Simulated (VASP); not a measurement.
Set up this calculation in VASP 6.6.1, as the native input.

| Quantity | Value |
| --- | --- |
| Task | single point |
| Functional | PBE |
| Potentials or basis | VASP PAW PBE potentials, release 64 (Fe) |
| Cutoff | 520 eV |
| k mesh | 2 × 2 × 2 |
| Occupations | fermi-dirac, width 0.272114 eV |
| Spin | non-collinear spin, typed start |
| Starting moments | [[-0.743, 0.0, 1.857], [1.487, 0.0, 1.338]] μB |
| Dipole correction | no |
| Further INCAR settings | ALGO = Normal; EDIFF = 1e-07; NBANDS = 28 |

The structure of Fe lies in POSCAR:

```
Fe
1.0
    2.8660000000      0.0000000000      0.0000000000
    0.0000000000      2.8660000000      0.0000000000
    0.0000000000      0.0000000000      2.8660000000
Fe
2
Direct
   -0.0069783671      0.0000000000      0.0000000000
    0.5200000000      0.5000000000      0.5000000000
```

One way to write it, as run:

INCAR

```
SYSTEM = Fe
  ALGO = Normal
  EDIFF = 1E-7
  ENCUT = 520
  GGA = PE
  ISIF = 2
  ISMEAR = -1
  LASPH = .True.
  LCHARG = .False.
  LMAXMIX = 4
  LNONCOLLINEAR = .True.
  LORBIT = 11
  LREAL = .False.
  LWAVE = .False.
  MAGMOM = -0.743 0 1.857 1.487 0 1.338
  NBANDS = 28
  NELM = 150
  PREC = Accurate
  SIGMA = 0.27211386245988
```

KPOINTS

```
k-points
0
Gamma
  2 2 2
  0 0 0
```

Potentials or basis: VASP PAW PBE potentials, release 64 (Fe).

The run is started by

```console
$ cat potpaw_PBE.64/Fe/POTCAR > POTCAR
$ mpirun -np 1 vasp_ncl > vasp.out
```

It gave:

| Property | Result |
| --- | --- |
| Pressure | 9.6 GPa |
| Largest force | 0.234 eV/Å |
| Band gap on the k mesh | zero (bands 16 and 17 overlap by 0.56 eV) |
| Net moment | 4.32 μB per cell |
| Valence electrons inside the program's atomic spheres | Fe 7.22 |

Caveat: the k points lie up to 1.10 Å⁻¹ apart, too coarse for converged energies and pressures of a metal.

It took 57 s on 1 thread of Intel Xeon 8259CL, with other jobs on the host, peak memory 0.19 GiB.
